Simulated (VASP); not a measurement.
# InSe: single point with PBE+D3(BJ)

Crystal: InSe.

```
CELL_PARAMETERS angstrom
3.96394 0.00000 0.00000
-1.98197 3.43287 0.00000
0.00000 0.00000 16.30052
ATOMIC_POSITIONS crystal
In 0.33333 0.66667 0.16534
In 0.66667 0.33333 0.66534
In 0.33333 0.66667 0.33466
In 0.66667 0.33333 0.83466
Se 0.33333 0.66667 0.58520
Se 0.66667 0.33333 0.08520
Se 0.33333 0.66667 0.91480
Se 0.66667 0.33333 0.41480
```

This cell differs from its parent crystal: volume scaled by 0.94, then relaxed in part.

| Quantity | Value |
| --- | --- |
| Program | VASP 6.6.1 |
| Task | single point |
| Functional | PBE |
| Dispersion | D3(BJ) |
| Potentials or basis | VASP PAW PBE potentials, release 64 (In_d, Se) |
| Cutoff | 520 eV |
| k mesh | 12 × 12 × 2 |
| Occupations | gaussian, width 0.02 eV |
| Spin | no spin polarisation |
| Dipole correction | no |
| Further INCAR settings | ALGO = Normal; EDIFF = 1e-07; NBANDS = 48 |

- Pressure: 2.1 GPa
- Largest force: 0.024 eV/Å
- Band gap on the k mesh: 0.49 eV, direct
- Dispersion energy per atom: -0.318 eV

Forces on the atoms (eV/Å):
```
In   0.000  0.000  0.024
In   0.000  0.000  0.024
In   0.000  0.000 -0.024
In   0.000  0.000 -0.024
Se   0.000  0.000 -0.018
Se   0.000  0.000 -0.018
Se   0.000  0.000  0.018
Se   0.000  0.000  0.018
```

Levels at points of the mesh, in eV from the valence-band top:
```csv
k point,band 35,band 36,band 37,band 38,band 39,band 40,band 41,band 42
"(0.00, 0.00, 0.00)",-1.09,-1.01,-1.01,0.00,0.49,2.10,2.31,2.35
"(0.50, 0.00, 0.00)",-2.14,-2.13,-1.92,-1.35,1.06,1.09,2.01,2.13
"(0.00, 0.00, 0.50)",-1.05,-1.05,-1.00,-1.00,1.44,1.44,2.36,2.36
"(0.50, 0.00, 0.50)",-2.01,-2.01,-1.82,-1.82,1.42,1.42,1.63,1.63
```

It took 6.7 min on 1 thread of Intel(R) Xeon(R) Platinum 8488C (Sapphire Rapids) (shared host), peak memory 0.54 GiB.

Caveat: spin-orbit coupling is left out, which moves the levels of the heavy elements.
